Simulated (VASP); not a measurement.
# Ti (P6_3/mmc) in VASP: relaxation of cell and atoms with LDA

Aim: the relaxation of cell and atoms of Ti with LDA.

All numbers are computed with VASP 6.6.1; they aren't measurements. Logs are shortened: lines on timing, memory, paths and dates and some standing lists are left out, and cuts for length are marked.

## 1. The cell of the first run

The structure is hexagonal, space group P6_3/mmc (No. 194). Conventional cell: a = 2.868 Å, b = 2.868 Å, c = 4.523 Å, α = 90.00°, β = 90.00°, γ = 120.00°. Ti (site symmetry -6m2) has 12 Ti at 2.80 to 2.87 Å within 3.7 Å.

## 2. Relaxation of cell and atoms, LDA

File INCAR:

```
SYSTEM = Ti
ALGO = Fast
EDIFF = 1E-6
EDIFFG = -0.005
ENCUT = 600
GGA = CA
IBRION = 2
ISIF = 3
ISMEAR = 0
LASPH = .True.
LCHARG = .False.
LREAL = .False.
LWAVE = .False.
NELM = 80
NSW = 100
PREC = Accurate
SIGMA = 0.1
```

File KPOINTS:

```
k-points
0
Gamma
  18 18 10
  0 0 0
```

File POSCAR:

```
Ti
1.0
    2.8676284263      0.0000000000      0.0000000000
   -1.4338142131      2.4834390658      0.0000000000
    0.0000000000      0.0000000000      4.5228423497
Ti
2
Direct
    0.3333333333      0.6666666667      0.2500000000
    0.6666666667      0.3333333333      0.7500000000
```

Potentials or basis: VASP PAW LDA potentials, release 64 (Ti_sv).

Command:

```sh
> cat potpaw_LDA.64/Ti_sv/POTCAR > POTCAR
> mpirun -np 1 vasp_std > vasp.out
```

OUTCAR:

```text
SYSTEM = Ti
   EDIFF = 1E-6
   EDIFFG = -0.005
   ENCUT = 600
   GGA = CA
   IBRION = 2
   ISIF = 3
   ISMEAR = 0
   LASPH = .True.
   LREAL = .False.
   NELM = 80
   NSW = 100
   PREC = Accurate

 ion  position               nearest neighbor table
   1  0.333  0.667  0.250-   2 2.80   2 2.80   2 2.80   2 2.80   2 2.80   2 2.80
   2  0.667  0.333  0.750-   1 2.80   1 2.80   1 2.80   1 2.80   1 2.80   1 2.80

  LATTYP: Found a hexagonal cell.
 ALAT       =     2.8676284263
 C/A-ratio  =     1.5772065545

  Lattice vectors:

 A1 = (   2.8676284263,   0.0000000000,   0.0000000000)
 A2 = (  -1.4338142131,   2.4834390658,   0.0000000000)
 A3 = (   0.0000000000,   0.0000000000,   4.5228423497)

Analysis of symmetry for initial positions (statically):
=====================================================================
 Subroutine PRICEL returns:
 Original cell was already a primitive cell.

 Routine SETGRP: Setting up the symmetry group for a
 hexagonal supercell.

 Subroutine GETGRP returns: Found 24 space group operations
 (whereof 12 operations were pure point group operations)
 out of a pool of 24 trial point group operations.

The static configuration has the point symmetry D_3d.
 The point group associated with its full space group is D_6h.

Analysis of symmetry for dynamics (positions and initial velocities):
=====================================================================
 Subroutine PRICEL returns:
 Original cell was already a primitive cell.

 Routine SETGRP: Setting up the symmetry group for a
 hexagonal supercell.

 Subroutine GETGRP returns: Found 24 space group operations
 (whereof 12 operations were pure point group operations)
 out of a pool of 24 trial point group operations.

The dynamic configuration has the point symmetry D_3d.
 The point group associated with its full space group is D_6h.

 Subroutine INISYM returns: Found 24 space group operations
 (whereof 12 operations are pure point group operations),
 and found     1 'primitive' translations

----------------------------------------------------------------------------------------

                                     Primitive cell

  volume of cell :      32.2098

  direct lattice vectors                    reciprocal lattice vectors
     2.867628426  0.000000000  0.000000000     0.348720215  0.201333710  0.000000000
    -1.433814213  2.483439066  0.000000000     0.000000000  0.402667419  0.000000000
     0.000000000  0.000000000  4.522842350     0.000000000  0.000000000  0.221099902

  length of vectors
     2.867628426  2.867628426  4.522842350     0.402667419  0.402667419  0.221099902

  position of ions in fractional coordinates (direct lattice)
     0.333333333  0.666666667  0.250000000
     0.666666667  0.333333333  0.750000000

  ion indices of the primitive-cell ions
   primitive index   ion index
                 1           1
                 2           2

----------------------------------------------------------------------------------------

 KPOINTS: k-points

Automatic generation of k-mesh.
 Grid dimensions read from file:
 generate k-points for:   18   18   10

 Generating k-lattice:

  Cartesian coordinates                     Fractional coordinates (reciprocal lattice)
     0.019373345  0.011185206  0.000000000     0.055555556  0.000000000  0.000000000
     0.000000000  0.022370412  0.000000000     0.000000000  0.055555556  0.000000000
     0.000000000  0.000000000  0.022109990     0.000000000  0.000000000  0.100000000

  Length of vectors
     0.022370412  0.022370412  0.022109990

  Shift w.r.t. Gamma in fractional coordinates (k-lattice)
     0.000000000  0.000000000  0.000000000

 Subroutine IBZKPT returns following result:
 ===========================================

 Found    222 irreducible k-points:

 Following reciprocal coordinates:
            Coordinates               Weight
  0.000000  0.000000  0.000000      1.000000
  0.055556  0.000000  0.000000      6.000000
  0.111111  0.000000  0.000000      6.000000
  0.166667  0.000000  0.000000      6.000000
  0.222222  0.000000  0.000000      6.000000
  0.277778  0.000000  0.000000      6.000000
[... 16 lines left out ...]
  0.333333  0.111111  0.000000     12.000000
  0.388889  0.111111  0.000000     12.000000
 [... further k-points ...]
   k-points           NKPTS =    222   k-points in BZ     NKDIM =    222   number of bands    NBANDS=     16
   number of dos      NEDOS =    301   number of ions     NIONS =      2
   total plane-waves  NPLWV =  20736
   dimension x,y,z NGX =    24 NGY =   24 NGZ =   36
   dimension x,y,z NGXF=    48 NGYF=   48 NGZF=   72
   ions per type =               2
   NGX,Y,Z   is equivalent  to a cutoff of  13.91, 13.91, 13.23 a.u.
   NGXF,Y,Z  is equivalent  to a cutoff of  27.83, 27.83, 26.47 a.u.
 SYSTEM =  Ti
   PREC   = accura    normal or accurate (medium, high low for compatibility)
   ISTART =      0    job   : 0-new  1-cont  2-samecut
   ICHARG =      2    charge: 1-file 2-atom 10-const
   ISPIN  =      1    spin polarized calculation?
   LNONCOLLINEAR =      F non collinear calculations
   LSORBIT =      F    spin-orbit coupling
   LASPH  =      T    aspherical Exc in radial PAW
   ENCUT  =  600.0 eV  44.10 Ry    6.64 a.u.   5.73  5.73  9.03*2*pi/ulx,y,z
   NELM   =     80;   NELMIN=  2; NELMDL= -5     # of ELM steps
   EDIFF  = 0.1E-05   stopping-criterion for ELM
   LREAL  =      F    real-space projection
   EDIFFG = -.5E-02   stopping-criterion for IOM
   NSW    =    100    number of steps for IOM
   IBRION =      2    ionic relax: 0-MD 1-quasi-New 2-CG
   NFREE  =      1    steps in history (QN), initial steepest desc. (CG)
   ISIF   =      3    stress and relaxation
   ISYM   =      2    0-nonsym 1-usesym 2-fastsym
   POTIM  = 0.5000    time-step for ionic-motion
   TEBEG  =    0.0;   TEEND  =   0.0 temperature during run
   PSTRESS=    0.0 pullay stress
   NELECT =      24.0000    total number of electrons
   NUPDOWN=      -1.0000    fix difference up-down
   EMIN   =  10.00;   EMAX   =-10.00  energy-range for DOS
   EFERMI =   0.00;   METHOD = LEGACY
   ISMEAR =     0;   SIGMA  =   0.10  broadening in eV -4-tet -1-fermi 0-gaus
   EFERMI_NEDOS =   21; number of points for ismear=-14 and -15
   IALGO  =     68    algorithm
   IMIX   =      4    mixing-type and parameters
     AMIX     =   0.40;   BMIX     =  1.00
     AMIX_MAG =   1.60;   BMIX_MAG =  1.00
  volume/ion in A,a.u.               =      16.10       108.68
  Fermi-wavevector in a.u.,A,eV,Ry     =   1.484167  2.804668 29.970237  2.202750
  Thomas-Fermi vector in A             =   2.597737
   LORBIT       =      0    0 simple, 1 ext, 2 COOP (PROOUT), +10 PAW based schemes
   GGA     = CA    functional components
   LHFCALC =     F    Hartree Fock is set to
   AEXX    =    0.0000 exact exchange contribution
   IVDW    =     0    specifies the selected vdW correction
   LEPSILON=     F    determine dielectric tensor
   LRPA    =     F    only Hartree local field effects (RPA)
 conjugate gradient relaxation of ions
 non-spin polarized calculation
 RMM-DIIS sequential band-by-band and
 Gauss-broadening in eV      SIGMA  =   0.10
  energy-cutoff  :      600.00
  volume of cell :       32.21
 maximum number of plane-waves:      1096
 NGX is ok and might be reduce to    24
   NGX = 11   NGY = 11   NGZ = 19

--------------------------------------- Ionic step        1  -------------------------------------------

 number of electron      24.0000002 magnetization

 Free energy of the ion-electron system (eV)
  ---------------------------------------------------
  ext. energy  EPLUGINS =         0.00000000
  ---------------------------------------------------
  free energy    TOTEN  =       -17.10390104 eV

  energy without entropy =      -17.09405487  energy(sigma->0) =      -17.09897796

------------------------ aborting loop because EDIFF is reached ----------------------------------------

  FORCE on cell =-STRESS in cart. coord.  units (eV):
  Direction    XX          YY          ZZ          XY          YZ          ZX
  --------------------------------------------------------------------------------------
  -------------------------------------------------------------------------------------
  Total       -0.1002097     -0.1002097     -0.0119992     -0.0000000      0.0000000     -0.0000000
  in kB       -4.9846269     -4.9846269     -0.5968618     -0.0000000      0.0000000     -0.0000000
  external PRESSURE =      -3.5220385 kB  Pullay stress =       0.0000000 kB
[... 273 lines left out ...]
  energy  without entropy=      -17.0941785862  energy(sigma->0) =      -17.09910373

--------------------------------------- Ionic step        9  -------------------------------------------

 number of electron      24.0000004 magnetization

 Free energy of the ion-electron system (eV)
  ---------------------------------------------------
  ext. energy  EPLUGINS =         0.00000000
  ---------------------------------------------------
  free energy    TOTEN  =       -17.10404784 eV

  energy without entropy =      -17.09419723  energy(sigma->0) =      -17.09912254

 E-fermi :   8.9341     XC(G=0): -12.1578

 val. band max:        8.9315889974   @ k =   0.3889   0.1667   0.3000
 cond. band min:       8.9368427776   @ k =   0.0556   0.0000   0.5000
 fundamental gap:      0.0052537801
 Fermi energy:         8.9341004479

 k-point     1 :       0.0000    0.0000    0.0000
  band No.  band energies     occupation
      1     -47.1197      2.00000
      2     -46.9229      2.00000
      3     -24.1973      2.00000
      4     -23.3603      2.00000
      5     -23.3603      2.00000
      6     -23.2625      2.00000
[... 8 lines left out ...]
     15      10.2685      0.00000
     16      10.2685      0.00000
[... 420 lines left out ...]
  band No.  band energies     occupation
      1     -46.9505      2.00000
      2     -46.8860      2.00000
      3     -23.9507      2.00000
      4     -23.7931      2.00000
      5     -23.7930      2.00000
      6     -23.5800      2.00000
[... 8 lines left out ...]
     15      10.1915      0.00000
     16      12.3341      0.00000

 [... further k-points ...]

------------------------ aborting loop because EDIFF is reached ----------------------------------------

  FORCE on cell =-STRESS in cart. coord.  units (eV):
  Direction    XX          YY          ZZ          XY          YZ          ZX
  --------------------------------------------------------------------------------------
  -------------------------------------------------------------------------------------
  Total        0.0006379      0.0006379      0.0020528      0.0000000     -0.0000000      0.0000000
  in kB        0.0317721      0.0317721      0.1022525      0.0000000     -0.0000000      0.0000000
  external PRESSURE =       0.0552656 kB  Pullay stress =       0.0000000 kB
[... 17 lines left out ...]
  FREE ENERGIE OF THE ION-ELECTRON SYSTEM (eV)
  ---------------------------------------------------
  free  energy   TOTEN  =       -17.1040478428 eV

  energy  without entropy=      -17.0941972343  energy(sigma->0) =      -17.09912254

 reached required accuracy - stopping structural energy minimisation
```

It took 18 min on 1 thread of Intel Xeon 8259CL, shared host; peak memory 0.25 GiB.

Results:

| Property | Result |
| --- | --- |
| Free energy | -17.1040 eV |
| Relaxed volume | 16.08 Å³/atom |
| Relaxed cell | a = 2.862 Å, b = 2.862 Å, c = 4.533 Å, α = 90.00°, β = 90.00°, γ = 120.00° |
| Space group after relaxing (to 0.1 Å) | P6_3/mmc (No. 194) |
| Energy gained by relaxing | 0.1 meV/atom |
| Ionic steps | 9 |
| Pressure after relaxing | 0.0 GPa |
| Band gap on the k mesh | zero (bands 12 and 13 overlap by 1.15 eV) |

The path:
```
step  energy change (eV)  largest force (eV/Å)  pressure (GPa)  volume (Å³)
   1              0.0000                0.0000           -0.35        32.21
   2              0.0001                0.0000            0.46        32.04
   3             -0.0001                0.0000            0.19        32.15
   4             -0.0001                0.0000            0.08        32.16
   5             -0.0001                0.0000            0.06        32.16
   6             -0.0001                0.0000            0.08        32.15
   7             -0.0001                0.0000            0.07        32.15
   8             -0.0001                0.0000            0.05        32.16
   9             -0.0001                0.0000            0.01        32.17
```

Final structure:
```yaml
crystal:
  lattice:
    - [2.86241, 0.00000, 0.00000]
    - [-1.43120, 2.47892, 0.00000]
    - [0.00000, 0.00000, 4.53304]
  atoms:
    - { symbol: Ti, position: [0.33333, 0.66667, 0.25000] }
    - { symbol: Ti, position: [0.66667, 0.33333, 0.75000] }
```
